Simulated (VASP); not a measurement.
# TiO2 (P4_2/mnm) in VASP: a series of runs, part 2 of 2

VASP 6.6.1. The steps go on from the part before.

**4. Single point, r2SCAN (epitaxial xy strain -3.0%)**

Contents of POSCAR:

```
TiO2
1.0
    4.4589478892      0.0000000000      0.0000000000
    0.0000000000      4.4589478892      0.0000000000
    0.0000000000      0.0000000000      3.0188349943
Ti O
2 4
Direct
    0.0000000000      0.0000000000      0.0000000000
    0.5000000000      0.5000000000      0.5000000000
    0.3040754729      0.3040754729      0.0000000000
    0.1959245271      0.8040754729      0.5000000000
    0.8040754729      0.1959245271      0.5000000000
    0.6959245271      0.6959245271      0.0000000000
```

Contents of INCAR.step1:

```
  PREC = Accurate
  ENCUT = 520
  ISMEAR = 0
  SIGMA = 0.01
  LREAL = F
  LASPH = T
  NELM = 100
  NBANDS = 33
  GGA = PE
  ALGO = Normal
  EDIFF = 1E-4
  LWAVE = T
  LCHARG = F
```

Contents of INCAR.step2:

```
  PREC = Accurate
  ENCUT = 520
  EDIFF = 1E-7
  ISMEAR = 0
  SIGMA = 0.01
  LREAL = F
  LASPH = T
  NELM = 100
  ALGO = Normal
  ISIF = 2
  LWAVE = F
  LCHARG = F
  METAGGA = R2SCAN
  LMIXTAU = T
  NBANDS = 33
  ISTART = 1
```

Contents of KPOINTS:

```
Automatic mesh
0
Gamma
  6 6 8
```

Potentials or basis: VASP PAW PBE potentials, release 64 (Ti_sv, O).

Command:

```console
cat potpaw_PBE.64/Ti_sv/POTCAR potpaw_PBE.64/O/POTCAR > POTCAR
cp INCAR.step1 INCAR
mpirun -np 1 vasp_std > vasp.out
cp INCAR.step2 INCAR
mpirun -np 1 vasp_std > vasp.out
```

OUTCAR:

```text
PREC = Accurate
   ENCUT = 520
   EDIFF = 1E-7
   ISMEAR = 0
   LREAL = F
   LASPH = T
   NELM = 100
   ISIF = 2
   METAGGA = R2SCAN
   ISTART = 1

 ion  position               nearest neighbor table
   1  0.000  0.000  0.000-   3 1.92   6 1.92   5 1.95   4 1.95   4 1.95   5 1.95
   2  0.500  0.500  0.500-   4 1.92   5 1.92   3 1.95   6 1.95   3 1.95   6 1.95
   3  0.304  0.304  0.000-   1 1.92   2 1.95   2 1.95
   4  0.196  0.804  0.500-   2 1.92   1 1.95   1 1.95
   5  0.804  0.196  0.500-   2 1.92   1 1.95   1 1.95
   6  0.696  0.696  0.000-   1 1.92   2 1.95   2 1.95

  LATTYP: Found a simple tetragonal cell.
[... 1072 lines left out ...]
  -------------------------------------------------------------------------------------
  Total        5.2169559      5.2169559      0.6328236      0.0000000      0.0000000      0.0000000
  in kB      139.2590975    139.2590975     16.8923120      0.0000000      0.0000000      0.0000000
  external PRESSURE =      98.4701690 kB  Pullay stress =       0.0000000 kB

 VOLUME and BASIS-vectors are now :
 -----------------------------------------------------------------------------
  energy-cutoff  :      520.00
  volume of cell :       60.02
      direct lattice vectors                 reciprocal lattice vectors
     4.458947889  0.000000000  0.000000000     0.224268151  0.000000000  0.000000000
     0.000000000  4.458947889  0.000000000     0.000000000  0.224268151  0.000000000
     0.000000000  0.000000000  3.018834994     0.000000000  0.000000000  0.331253613

 POSITION                                       TOTAL-FORCE (eV/Angst)
 -----------------------------------------------------------------------------------
      0.00000      0.00000      0.00000         0.000000     -0.000000      0.000000
      2.22947      2.22947      1.50942         0.000000     -0.000000      0.000000
      1.35586      1.35586      0.00000        -0.004594     -0.004594      0.000000
      0.87362      3.58533      1.50942         0.004594     -0.004594      0.000000
      3.58533      0.87362      1.50942        -0.004594      0.004594      0.000000
      3.10309      3.10309      0.00000         0.004594      0.004594      0.000000
 -----------------------------------------------------------------------------------
    total drift:                                0.000000      0.000000      0.000000

  FREE ENERGIE OF THE ION-ELECTRON SYSTEM (eV)
  ---------------------------------------------------
  free  energy   TOTEN  =       -69.6353464144 eV

  energy  without entropy=      -69.6353464144  energy(sigma->0) =      -69.63534641
```

Wall time 4.8 min (1 thread of AMD EPYC 7R13 (Zen 3), shared host); peak memory 0.2 GiB.

Results:

| Item | Value |
| --- | --- |
| Free energy | -69.6353 eV |
| Pressure | 9.8 GPa |
| Largest force | 0.006 eV/Å |
| Band gap on the k mesh | 2.28 eV, direct |

Forces in eV/Å, atoms in the order of the input:
```
Ti   0.000  0.000  0.000
Ti   0.000  0.000  0.000
O   -0.005 -0.005  0.000
O    0.005 -0.005  0.000
O   -0.005  0.005  0.000
O    0.005  0.005  0.000
```

Caveat: the cell differs from its parent crystal (epitaxial xy strain -3.0%); the PAW data sets were made with another functional, which shifts forces and pressure a little. A k mesh can miss the band edges.

**5. Single point, r2SCAN (epitaxial xy strain -2.0%)**

Contents of POSCAR:

```
TiO2
1.0
    4.5049164241      0.0000000000      0.0000000000
    0.0000000000      4.5049164241      0.0000000000
    0.0000000000      0.0000000000      2.9953085880
Ti O
2 4
Direct
    0.0000000000      0.0000000000      0.0000000000
    0.5000000000      0.5000000000      0.5000000000
    0.3040717606      0.3040717606      0.0000000000
    0.1959282394      0.8040717606      0.5000000000
    0.8040717606      0.1959282394      0.5000000000
    0.6959282394      0.6959282394      0.0000000000
```

Contents of INCAR.step1:

```
SYSTEM = TiO2
ALGO = Normal
EDIFF = 1E-4
ENCUT = 520
GGA = PE
ISMEAR = 0
LASPH = .True.
LCHARG = .False.
LREAL = .False.
LWAVE = .True.
NBANDS = 33
NELM = 80
PREC = Accurate
SIGMA = 0.01
```

Contents of INCAR.step2:

```
SYSTEM = TiO2
ALGO = Normal
EDIFF = 1E-6
ENCUT = 520
ISIF = 2
ISMEAR = 0
ISTART = 1
LASPH = .True.
LCHARG = .False.
LMIXTAU = .True.
LREAL = .False.
LWAVE = .False.
METAGGA = R2SCAN
NBANDS = 33
NELM = 80
PREC = Accurate
SIGMA = 0.01
```

Contents of KPOINTS:

```
k-points
0
Gamma
  6 6 8
  0 0 0
```

Potentials or basis: VASP PAW PBE potentials, release 64 (Ti_sv, O).

Command:

```console
cat potpaw_PBE.64/Ti_sv/POTCAR potpaw_PBE.64/O/POTCAR > POTCAR
cp INCAR.step1 INCAR
mpirun -np 1 vasp_std > vasp.out
cp INCAR.step2 INCAR
mpirun -np 1 vasp_std > vasp.out
```

OUTCAR:

```text
SYSTEM = TiO2
   EDIFF = 1E-6
   ENCUT = 520
   ISIF = 2
   ISMEAR = 0
   ISTART = 1
   LASPH = .True.
   LREAL = .False.
   METAGGA = R2SCAN
   NELM = 80
   PREC = Accurate

 ion  position               nearest neighbor table
   1  0.000  0.000  0.000-   3 1.94   6 1.94   5 1.95   4 1.95   4 1.95   5 1.95
   2  0.500  0.500  0.500-   4 1.94   5 1.94   3 1.95   6 1.95   3 1.95   6 1.95
   3  0.304  0.304  0.000-   1 1.94   2 1.95   2 1.95
   4  0.196  0.804  0.500-   2 1.94   1 1.95   1 1.95
   5  0.804  0.196  0.500-   2 1.94   1 1.95   1 1.95
   6  0.696  0.696  0.000-   1 1.94   2 1.95   2 1.95

  LATTYP: Found a simple tetragonal cell.
 ALAT       =     4.5049164241
 C/A-ratio  =     0.6648977042

  Lattice vectors:

 A1 = (   4.5049164241,   0.0000000000,   0.0000000000)
 A2 = (   0.0000000000,   4.5049164241,   0.0000000000)
 A3 = (   0.0000000000,   0.0000000000,   2.9953085880)

Analysis of symmetry for initial positions (statically):
=====================================================================
 Subroutine PRICEL returns:
 Original cell was already a primitive cell.

 Routine SETGRP: Setting up the symmetry group for a
 simple tetragonal supercell.

 Subroutine GETGRP returns: Found 16 space group operations
 (whereof  8 operations were pure point group operations)
 out of a pool of 16 trial point group operations.

The static configuration has the point symmetry D_2h.
 The point group associated with its full space group is D_4h.

Analysis of symmetry for dynamics (positions and initial velocities):
=====================================================================
 Subroutine PRICEL returns:
 Original cell was already a primitive cell.

 Routine SETGRP: Setting up the symmetry group for a
 simple tetragonal supercell.

[... 126 lines left out ...]
   EMIN   =  10.00;   EMAX   =-10.00  energy-range for DOS
   EFERMI =   0.00;   METHOD = LEGACY
   ISMEAR =     0;   SIGMA  =   0.01  broadening in eV -4-tet -1-fermi 0-gaus
   EFERMI_NEDOS =   21; number of points for ismear=-14 and -15
   IALGO  =     38    algorithm
   IMIX   =      4    mixing-type and parameters
     AMIX     =   0.40;   BMIX     =  1.00
     AMIX_MAG =   1.60;   BMIX_MAG =  1.00
  volume/ion in A,a.u.               =      10.13        68.37
  Fermi-wavevector in a.u.,A,eV,Ry     =   1.513155  2.859449 31.152438  2.289640
  Thomas-Fermi vector in A             =   2.622984
   LORBIT       =      0    0 simple, 1 ext, 2 COOP (PROOUT), +10 PAW based schemes
   METAGGA = R2SCAN    functional components
   LHFCALC =     F    Hartree Fock is set to
   AEXX    =    0.0000 exact exchange contribution
   IVDW    =     0    specifies the selected vdW correction
   LEPSILON=     F    determine dielectric tensor
   LRPA    =     F    only Hartree local field effects (RPA)
 non-spin polarized calculation
 Gauss-broadening in eV      SIGMA  =   0.01
  energy-cutoff  :      520.00
  volume of cell :       60.79
 maximum number of plane-waves:      1655
 NGX is ok and might be reduce to    36
   NGX = 17   NGY = 17   NGZ = 11

 number of electron      47.9999990 magnetization

 Free energy of the ion-electron system (eV)
  ---------------------------------------------------
  ext. energy  EPLUGINS =         0.00000000
  ---------------------------------------------------
  free energy    TOTEN  =       -69.72170534 eV

  energy without entropy =      -69.72170534  energy(sigma->0) =      -69.72170534

 E-fermi :   5.1367     XC(G=0): -12.3210

 val. band max:        4.9180970106   @ k =   0.0000   0.0000   0.0000
 cond. band min:       7.1629204054   @ k =   0.0000   0.0000   0.0000
 fundamental gap:      2.2448233948
 Fermi energy:         5.1367188875

 k-point     1 :       0.0000    0.0000    0.0000
  band No.  band energies     occupation
      1     -54.2313      2.00000
      2     -54.2093      2.00000
      3     -29.5266      2.00000
      4     -29.5266      2.00000
      5     -29.3291      2.00000
      6     -29.3291      2.00000
[... 853 lines left out ...]
     32      10.4638      0.00000
     33      12.0879      0.00000

 [... further k-points ...]
[... 5 lines left out ...]
  --------------------------------------------------------------------------------------
  -------------------------------------------------------------------------------------
  Total        3.5549367      3.5549367      0.6452712      0.0000000      0.0000000      0.0000000
  in kB       93.6973721     93.6973721     17.0073955      0.0000000      0.0000000      0.0000000
  external PRESSURE =      68.1340466 kB  Pullay stress =       0.0000000 kB

 VOLUME and BASIS-vectors are now :
 -----------------------------------------------------------------------------
  energy-cutoff  :      520.00
  volume of cell :       60.79
      direct lattice vectors                 reciprocal lattice vectors
     4.504916424  0.000000000  0.000000000     0.221979701  0.000000000  0.000000000
     0.000000000  4.504916424  0.000000000     0.000000000  0.221979701  0.000000000
     0.000000000  0.000000000  2.995308588     0.000000000  0.000000000  0.333855418

 POSITION                                       TOTAL-FORCE (eV/Angst)
 -----------------------------------------------------------------------------------
      0.00000      0.00000      0.00000         0.000000      0.000000      0.000000
      2.25246      2.25246      1.49765         0.000000      0.000000      0.000000
      1.36982      1.36982      0.00000        -0.010982     -0.010982      0.000000
      0.88264      3.62228      1.49765         0.010982     -0.010982      0.000000
      3.62228      0.88264      1.49765        -0.010982      0.010982      0.000000
      3.13510      3.13510      0.00000         0.010982      0.010982      0.000000
 -----------------------------------------------------------------------------------
    total drift:                                0.000000      0.000000     -0.000000

  FREE ENERGIE OF THE ION-ELECTRON SYSTEM (eV)
  ---------------------------------------------------
  free  energy   TOTEN  =       -69.7217053433 eV

  energy  without entropy=      -69.7217053433  energy(sigma->0) =      -69.72170534
```

OUTCAR.step1:

```text
SYSTEM = TiO2
   EDIFF = 1E-4
   ENCUT = 520
   GGA = PE
   ISMEAR = 0
   LASPH = .True.
   LREAL = .False.
   NELM = 80
[... 1102 lines left out ...]
      0.88264      3.62228      1.49765         0.036210     -0.036210      0.000000
      3.62228      0.88264      1.49765        -0.036210      0.036210      0.000000
      3.13510      3.13510      0.00000         0.036210      0.036210      0.000000
 -----------------------------------------------------------------------------------
    total drift:                                0.000000      0.000000     -0.000000

  FREE ENERGIE OF THE ION-ELECTRON SYSTEM (eV)
  ---------------------------------------------------
  free  energy   TOTEN  =       -53.5232524860 eV

  energy  without entropy=      -53.5232524860  energy(sigma->0) =      -53.52325249
```

OSZICAR.step1:

```text
N       E                     dE             d eps       ncg     rms          rms(c)
DAV:   1     0.651251431838E+03    0.65125E+03   -0.24085E+04  3300   0.173E+03
DAV:   2     0.247120326182E+02   -0.62654E+03   -0.57988E+03  3587   0.515E+02
DAV:   3    -0.661558245474E+02   -0.90868E+02   -0.89097E+02  4493   0.189E+02
DAV:   4    -0.708041535830E+02   -0.46483E+01   -0.46385E+01  4769   0.402E+01
DAV:   5    -0.709708806046E+02   -0.16673E+00   -0.16671E+00  4391   0.611E+00    0.322E+01
DAV:   6    -0.537184206922E+02    0.17252E+02   -0.73897E+01  4380   0.896E+01    0.106E+01
DAV:   7    -0.537379993557E+02   -0.19579E-01   -0.12295E+01  4163   0.312E+01    0.931E+00
DAV:   8    -0.535959954865E+02    0.14200E+00   -0.42578E-01  4037   0.563E+00    0.683E+00
DAV:   9    -0.536266203905E+02   -0.30625E-01   -0.95613E-01  4208   0.115E+01    0.296E+00
DAV:  10    -0.535341056920E+02    0.92515E-01   -0.43368E-01  4167   0.695E+00    0.996E-01
DAV:  11    -0.535241497204E+02    0.99560E-02   -0.28259E-02  4340   0.122E+00    0.400E-01
DAV:  12    -0.535234738383E+02    0.67588E-03   -0.42302E-03  3799   0.523E-01    0.112E-01
DAV:  13    -0.535232451102E+02    0.22873E-03   -0.75960E-04  4466   0.294E-01    0.198E-02
DAV:  14    -0.535232524860E+02   -0.73758E-05   -0.42280E-05  2051   0.594E-02
   1 F= -.53523252E+02 E0= -.53523252E+02  d E =-.719271E-70
```

Run time: 4.8 min. Hardware: 1 thread of AMD EPYC 7R13 (Zen 3), shared host; peak memory 0.19 GiB.

What came out:

```yaml
Free_energy: -69.7217 eV
Pressure: 6.8 GPa
Largest_force: 0.016 eV/Å
Band_gap_on_the_k_mesh: 2.24 eV, direct
```

Forces on the atoms (eV/Å):
```
Ti   0.000  0.000  0.000
Ti   0.000  0.000  0.000
O   -0.011 -0.011  0.000
O    0.011 -0.011  0.000
O   -0.011  0.011  0.000
O    0.011  0.011  0.000
```

Caveat: the cell differs from its parent crystal (epitaxial xy strain -2.0%); the PAW data sets were made with another functional, which shifts forces and pressure a little. A k mesh can miss the band edges.

**6. The runs side by side**

```csv
level,cell,smearing,gap on the mesh (eV),pressure (GPa),largest force (eV/Å)
PBE,"a = 4.735, b = 4.735, c = 2.905 Å, 6 atoms",fermi-dirac 0.02 eV,1.96,-0.9,0.12
r2SCAN,"a = 4.413, b = 4.413, c = 3.044 Å, 6 atoms",gaussian 0.01 eV,2.32,13.0,-
r2SCAN,"a = 4.459, b = 4.459, c = 3.019 Å, 6 atoms",gaussian 0.01 eV,2.28,9.8,0.01
r2SCAN,"a = 4.505, b = 4.505, c = 2.995 Å, 6 atoms",gaussian 0.01 eV,2.24,6.8,0.02
```

Alike in all rows: task single point; potentials or basis VASP PAW PBE potentials, release 64 (Ti_sv, O); no spin polarisation; k mesh 6 × 6 × 8; cutoff (eV) 520.

Caveats: the PAW data sets were made with another functional, which shifts forces and pressure a little (some runs).

Absolute energies hang on the potentials; compare differences alone.
